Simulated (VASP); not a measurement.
Set up this calculation in VASP 6.6.1, as the native input.

- Task: single point
- Functional: PBEsol
- Potentials or basis: VASP PAW PBE potentials, release 64 (Rb_sv, Cl)
- Cutoff: 500 eV
- k mesh: 7 × 7 × 7
- Occupations: fermi-dirac, width 0.02 eV
- Spin: no spin polarisation
- Dipole correction: no
- Further INCAR settings: ALGO = Normal; EDIFF = 1e-06; NBANDS = 15

The structure of RbCl lies in POSCAR:

```
RbCl
1.0
    0.0000000000      3.2848771563      3.2848771563
    3.2848771563      0.0000000000      3.2848771563
    3.2848771563      3.2848771563      0.0000000000
Rb Cl
1 1
Direct
    0.0000000000      0.0000000000      0.0000000000
    0.5000000000      0.5000000000      0.5000000000
```

This cell differs from its parent crystal: volume scaled by 1.01.

These files were run (other wordings do the same):

INCAR

```
SYSTEM = RbCl
ALGO     = Normal         ! electronic algorithm
EDIFF    = 1E-6           ! SCF threshold, eV
ENCUT    = 500            ! plane-wave cutoff, eV
GGA      = PS             ! functional
GGA_COMPAT= .False.      
ISIF     = 2              ! what is computed and relaxed
ISMEAR   = -1             ! smearing method
LASPH    = .True.         ! aspherical terms in the spheres
LCHARG   = .False.        ! write CHGCAR
LREAL    = .False.        ! projectors in reciprocal space
LWAVE    = .False.        ! write WAVECAR
NBANDS   = 15             ! bands
NELM     = 120            ! most SCF steps
PREC     = Accurate       ! precision mode
SIGMA    = 0.02           ! smearing width, eV
```

KPOINTS

```
k-points
0
Gamma
  7 7 7
  0 0 0
```

Potentials or basis: VASP PAW PBE potentials, release 64 (Rb_sv, Cl).

The run is started by

```bash
$ cat potpaw_PBE.64/Rb_sv/POTCAR potpaw_PBE.64/Cl/POTCAR > POTCAR
$ mpirun -np 1 vasp_std > vasp.out
```

Results of the run:

```yaml
Pressure: -0.2 GPa
Band_gap_on_the_k_mesh: 4.86 eV, direct
```

Caveat: the PAW data sets were made with another functional, which shifts forces and pressure a little.

Run time: 36 s on 1 thread of Intel Xeon 8259CL, on a shared host, peak memory 0.2 GiB.
